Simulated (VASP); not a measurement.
# Fe (P6_3/mmc) in VASP: a series of runs, part 2 of 2

VASP 6.6.1.

## Step 3: Single point, PBE (volume scaled by 1.10, then relaxed in part)

INCAR

```
PREC = Accurate ; ENCUT = 520
EDIFF = 1E-6 ; ISMEAR = 0
SIGMA = 0.1 ; LREAL = False
LASPH = True ; NELM = 60
ALGO = Fast ; ISIF = 2
LWAVE = False ; LCHARG = False
GGA = PE ; NBANDS = 15
```

KPOINTS

```
Automatic mesh
0
Gamma
  21 21 12
```

POSCAR

```
Fe
1.0
    2.5424967806      0.0000000000      0.0000000000
   -1.2712483903      2.2018668011      0.0000000000
    0.0000000000      0.0000000000      4.0078478397
Fe
2
Direct
    0.3333333333      0.6666666667      0.2500000000
    0.6666666667      0.3333333333      0.7500000000
```

Potentials or basis: VASP PAW PBE potentials, release 64 (Fe).

Command:

```console
$ cat potpaw_PBE.64/Fe/POTCAR > POTCAR
$ mpirun -np 1 vasp_std > vasp.out
```

OUTCAR:

```text
PREC = Accurate
   ENCUT = 520
   EDIFF = 1E-6
   ISMEAR = 0
   LREAL = False
   LASPH = True
   NELM = 60
   ISIF = 2
   GGA = PE

 ion  position               nearest neighbor table
   1  0.333  0.667  0.250-   2 2.48   2 2.48   2 2.48   2 2.48   2 2.48   2 2.48
   2  0.667  0.333  0.750-   1 2.48   1 2.48   1 2.48   1 2.48   1 2.48   1 2.48

  LATTYP: Found a hexagonal cell.
 ALAT       =     2.5424967806
 C/A-ratio  =     1.5763433292

  Lattice vectors:

 A1 = (   2.5424967806,   0.0000000000,   0.0000000000)
 A2 = (  -1.2712483903,   2.2018668011,   0.0000000000)
 A3 = (   0.0000000000,   0.0000000000,   4.0078478397)

Analysis of symmetry for initial positions (statically):
=====================================================================
 Subroutine PRICEL returns:
 Original cell was already a primitive cell.

 Routine SETGRP: Setting up the symmetry group for a
 hexagonal supercell.

 Subroutine GETGRP returns: Found 24 space group operations
 (whereof 12 operations were pure point group operations)
 out of a pool of 24 trial point group operations.

The static configuration has the point symmetry D_3d.
 The point group associated with its full space group is D_6h.

Analysis of symmetry for dynamics (positions and initial velocities):
=====================================================================
 Subroutine PRICEL returns:
 Original cell was already a primitive cell.

 Routine SETGRP: Setting up the symmetry group for a
 hexagonal supercell.

 Subroutine GETGRP returns: Found 24 space group operations
 (whereof 12 operations were pure point group operations)
 out of a pool of 24 trial point group operations.

The dynamic configuration has the point symmetry D_3d.
 The point group associated with its full space group is D_6h.

 Subroutine INISYM returns: Found 24 space group operations
 (whereof 12 operations are pure point group operations),
 and found     1 'primitive' translations

----------------------------------------------------------------------------------------

                                     Primitive cell

  volume of cell :      22.4369

  direct lattice vectors                    reciprocal lattice vectors
     2.542496781  0.000000000  0.000000000     0.393314166  0.227080039  0.000000000
    -1.271248390  2.201866801  0.000000000     0.000000000  0.454160079  0.000000000
     0.000000000  0.000000000  4.007847840     0.000000000  0.000000000  0.249510470

  length of vectors
     2.542496781  2.542496781  4.007847840     0.454160079  0.454160079  0.249510470

  position of ions in fractional coordinates (direct lattice)
     0.333333333  0.666666667  0.250000000
     0.666666667  0.333333333  0.750000000

  ion indices of the primitive-cell ions
   primitive index   ion index
                 1           1
                 2           2

----------------------------------------------------------------------------------------

 KPOINTS: Automatic mesh

Automatic generation of k-mesh.
 Grid dimensions read from file:
 generate k-points for:   21   21   12

 Generating k-lattice:

  Cartesian coordinates                     Fractional coordinates (reciprocal lattice)
[... 43 lines left out ...]
   number of dos      NEDOS =    301   number of ions     NIONS =      2
   total plane-waves  NPLWV =  12000
   dimension x,y,z NGX =    20 NGY =   20 NGZ =   30
   dimension x,y,z NGXF=    40 NGYF=   40 NGZF=   60
   ions per type =               2
   NGX,Y,Z   is equivalent  to a cutoff of  13.08, 13.08, 12.44 a.u.
   NGXF,Y,Z  is equivalent  to a cutoff of  26.15, 26.15, 24.89 a.u.
 SYSTEM =  unknown system
   PREC   = accura    normal or accurate (medium, high low for compatibility)
   ISTART =      0    job   : 0-new  1-cont  2-samecut
   ICHARG =      2    charge: 1-file 2-atom 10-const
   ISPIN  =      1    spin polarized calculation?
   LNONCOLLINEAR =      F non collinear calculations
   LSORBIT =      F    spin-orbit coupling
   LASPH  =      T    aspherical Exc in radial PAW
   ENCUT  =  520.0 eV  38.22 Ry    6.18 a.u.   4.73  4.73  7.45*2*pi/ulx,y,z
   NELM   =     60;   NELMIN=  2; NELMDL= -5     # of ELM steps
   EDIFF  = 0.1E-05   stopping-criterion for ELM
   LREAL  =      F    real-space projection
   EDIFFG = 0.1E-04   stopping-criterion for IOM
   NSW    =      0    number of steps for IOM
   IBRION =     -1    ionic relax: 0-MD 1-quasi-New 2-CG
   NFREE  =      0    steps in history (QN), initial steepest desc. (CG)
   ISIF   =      2    stress and relaxation
   ISYM   =      2    0-nonsym 1-usesym 2-fastsym
   POTIM  = 0.5000    time-step for ionic-motion
   TEBEG  =    0.0;   TEEND  =   0.0 temperature during run
   PSTRESS=    0.0 pullay stress
   NELECT =      16.0000    total number of electrons
   NUPDOWN=      -1.0000    fix difference up-down
   EMIN   =  10.00;   EMAX   =-10.00  energy-range for DOS
   EFERMI =   0.00;   METHOD = LEGACY
   ISMEAR =     0;   SIGMA  =   0.10  broadening in eV -4-tet -1-fermi 0-gaus
   EFERMI_NEDOS =   21; number of points for ismear=-14 and -15
   IALGO  =     68    algorithm
   IMIX   =      4    mixing-type and parameters
     AMIX     =   0.40;   BMIX     =  1.00
     AMIX_MAG =   1.60;   BMIX_MAG =  1.00
  volume/ion in A,a.u.               =      11.22        75.71
  Fermi-wavevector in a.u.,A,eV,Ry     =   1.462606  2.763924 29.105793  2.139215
  Thomas-Fermi vector in A             =   2.578799
   LORBIT       =      0    0 simple, 1 ext, 2 COOP (PROOUT), +10 PAW based schemes
   GGA     = PE    functional components
   LHFCALC =     F    Hartree Fock is set to
   AEXX    =    0.0000 exact exchange contribution
   IVDW    =     0    specifies the selected vdW correction
   LEPSILON=     F    determine dielectric tensor
   LRPA    =     F    only Hartree local field effects (RPA)
 non-spin polarized calculation
 RMM-DIIS sequential band-by-band and
 Gauss-broadening in eV      SIGMA  =   0.10
  energy-cutoff  :      520.00
  volume of cell :       22.44
 maximum number of plane-waves:       638
 NGX is ok and might be reduce to    20
   NGX =  9   NGY =  9   NGZ = 15

 number of electron      16.0000005 magnetization

 Free energy of the ion-electron system (eV)
  ---------------------------------------------------
  ext. energy  EPLUGINS =         0.00000000
  ---------------------------------------------------
  free energy    TOTEN  =       -16.15283935 eV

  energy without entropy =      -16.13696690  energy(sigma->0) =      -16.14490312

 E-fermi :   5.8563     XC(G=0): -13.2382

 val. band max:        5.8543513997   @ k =   0.0952   0.0952   0.3333
 cond. band min:       5.8575162030   @ k =   0.2381   0.2381   0.0000
 fundamental gap:      0.0031648032
 Fermi energy:         5.8563140308

 k-point     1 :       0.0000    0.0000    0.0000
  band No.  band energies     occupation
      1      -2.4957      2.00000
      2       1.4842      2.00000
      3       4.4314      2.00000
      4       4.4314      2.00000
      5       4.5550      2.00000
      6       4.8339      2.00000
      7       4.8339      2.00000
      8       5.1122      2.00000
      9       5.1122      2.00000
     10       6.4285      0.00000
     11       6.4750      0.00000
     12       6.4750      0.00000
     13      13.7504      0.00000
     14      26.9482      0.00000
[... 401 lines left out ...]
      2       2.4189      2.00000
      3       3.3122      2.00000
      4       3.4318      2.00000
      5       4.4421      2.00000
      6       4.5172      2.00000
      7       4.9710      2.00000
      8       5.3314      2.00000
      9       5.5095      2.00000
     10       5.8701      0.84487
     11       6.6562      0.00000
     12      11.3270      0.00000
     13      14.0553      0.00000
     14      19.3298      0.00000
     15      21.6315      0.00000

 [... further k-points ...]

------------------------ aborting loop because EDIFF is reached ----------------------------------------

  FORCE on cell =-STRESS in cart. coord.  units (eV):
  Direction    XX          YY          ZZ          XY          YZ          ZX
  --------------------------------------------------------------------------------------
  -------------------------------------------------------------------------------------
  Total       -3.1235036     -3.1235036     -3.1468125      0.0000000      0.0000000      0.0000000
  in kB     -223.0436746   -223.0436746   -224.7081230      0.0000000      0.0000000      0.0000000
  external PRESSURE =    -223.5984907 kB  Pullay stress =       0.0000000 kB

 VOLUME and BASIS-vectors are now :
 -----------------------------------------------------------------------------
  energy-cutoff  :      520.00
  volume of cell :       22.44
      direct lattice vectors                 reciprocal lattice vectors
     2.542496781  0.000000000  0.000000000     0.393314166  0.227080039  0.000000000
    -1.271248390  2.201866801  0.000000000     0.000000000  0.454160079  0.000000000
     0.000000000  0.000000000  4.007847840     0.000000000  0.000000000  0.249510470

 POSITION                                       TOTAL-FORCE (eV/Angst)
 -----------------------------------------------------------------------------------
     -0.00000      1.46791      1.00196        -0.000000      0.000000      0.000000
      1.27125      0.73396      3.00589         0.000000     -0.000000      0.000000
 -----------------------------------------------------------------------------------
    total drift:                               -0.000000      0.000000     -0.000000

  FREE ENERGIE OF THE ION-ELECTRON SYSTEM (eV)
  ---------------------------------------------------
  free  energy   TOTEN  =       -16.1528393459 eV

  energy  without entropy=      -16.1369668995  energy(sigma->0) =      -16.14490312
```

stdout:

```text
POSCAR found type information on POSCAR Fe
 POSCAR found :  1 types and       2 ions
 scaLAPACK will be used
 LDA part: xc-table for (Slater+PW92), standard interpolation
 POSCAR, INCAR and KPOINTS ok, starting setup
 FFT: planning ... GRIDC
 FFT: planning ... GRID_SOFT
 FFT: planning ... GRID
 WAVECAR not read
 entering main loop
WARNING in EDDRMM: call to ZHEGV failed, returncode =   8  4     15
WARNING in EDDRMM: call to ZHEGV failed, returncode =   6  3     14
```

Run time: 69 s. Hardware: 1 thread of Intel Xeon 6975P-C (Granite Rapids), shared host; peak memory 0.21 GiB.

Results:

```yaml
Free_energy: -16.1528 eV
Pressure: -22.4 GPa
Band_gap_on_the_k_mesh: zero (band 8 reaches 6.63 eV, above the bottom of band 9 at 5.00 eV)
```

Caveat: the run has no spin polarisation, though such a crystal can be magnetic. Spin polarisation is off, so any magnetic state and its effect on volume and gap are missing.

## Step 4: Relaxation of shape and atoms at fixed volume, PBE (volume scaled by 0.88)

INCAR

```
SYSTEM = Fe
PREC = Accurate
ENCUT = 600
EDIFF = 1E-7
ISMEAR = 0
SIGMA = 0.1
LREAL = .False.
LASPH = .True.
NELM = 80
ALGO = Fast
ISIF = 4
LWAVE = .False.
LCHARG = .False.
GGA = PE
IBRION = 2
NSW = 50
EDIFFG = -0.01
```

KPOINTS

```
Automatic mesh
0
Gamma
  21 21 12
  0 0 0
```

POSCAR

```
Fe
1.0
    2.3562147321      0.0000000000      0.0000000000
   -1.1781073660      2.0405418148      0.0000000000
    0.0000000000      0.0000000000      3.7332949356
Fe
2
Direct
    0.3333333333      0.6666666667      0.2500000000
    0.6666666667      0.3333333333      0.7500000000
```

Command:

```console
$ cat potpaw_PBE.64/Fe/POTCAR > POTCAR
$ mpirun -np 1 vasp_std > vasp.out
```

Wall time 54 s (1 thread of Intel Xeon 6975P-C (Granite Rapids), shared host); peak memory 0.2 GiB.

The run converged. Its results:

- Free energy: -15.9891 eV
- Pressure after relaxing: 48.5 GPa
- Band gap on the k mesh: zero (band 8 reaches 9.54 eV, above the bottom of band 9 at 7.28 eV)

Stress tensor (GPa, compression positive):
```
48.47  0.00  0.00
 0.00 48.47  0.00
 0.00  0.00 48.70
```

Final structure:
```
CELL_PARAMETERS angstrom
2.35621 0.00000 0.00000
-1.17811 2.04054 0.00000
0.00000 0.00000 3.73329
ATOMIC_POSITIONS crystal
Fe 0.33333 0.66667 0.25000
Fe 0.66667 0.33333 0.75000
```

Levels at points of the mesh, in eV from the Fermi level:
```tsv
k point	band 5	band 6	band 7	band 8	band 9	band 10	band 11	band 12
(0.00, 0.00, 0.00)	-1.85	-1.43	-1.43	-1.00	-1.00	0.59	0.85	0.85
(0.00, 0.00, 0.50)	-2.13	-2.13	-2.13	-2.13	0.39	0.39	0.39	0.39
```

Caveat: the relaxation stopped at its first step, so nothing moved; the run has no spin polarisation, though such a crystal can be magnetic.

## Step 5: Overview

| task | cell | cutoff (eV) | gap on the mesh (eV) | pressure (GPa) |
| --- | --- | --- | --- | --- |
| single point | a = 2.510, b = 2.510, c = 3.963 Å, angles 90.0, 90.0, 120.0°, 2 atoms | 520 | none | -15.2 |
| single point | a = 2.542, b = 2.542, c = 4.008 Å, angles 90.0, 90.0, 120.0°, 2 atoms | 520 | none | -22.4 |
| relaxation of shape and atoms at fixed volume | relaxed from a = 2.356, b = 2.356, c = 3.733 Å, angles 90.0, 90.0, 120.0°, 2 atoms | 600 | none | 48.5 |

Alike in all rows: level PBE; potentials or basis VASP PAW PBE potentials, release 64 (Fe); no spin polarisation; k mesh 21 × 21 × 12; smearing gaussian 0.1 eV.

Caveats: the run has no spin polarisation, though such a crystal can be magnetic; the relaxation stopped at its first step, so nothing moved (some runs).

Total energies depend on the potentials used, so only differences within one code and one set of settings carry meaning.
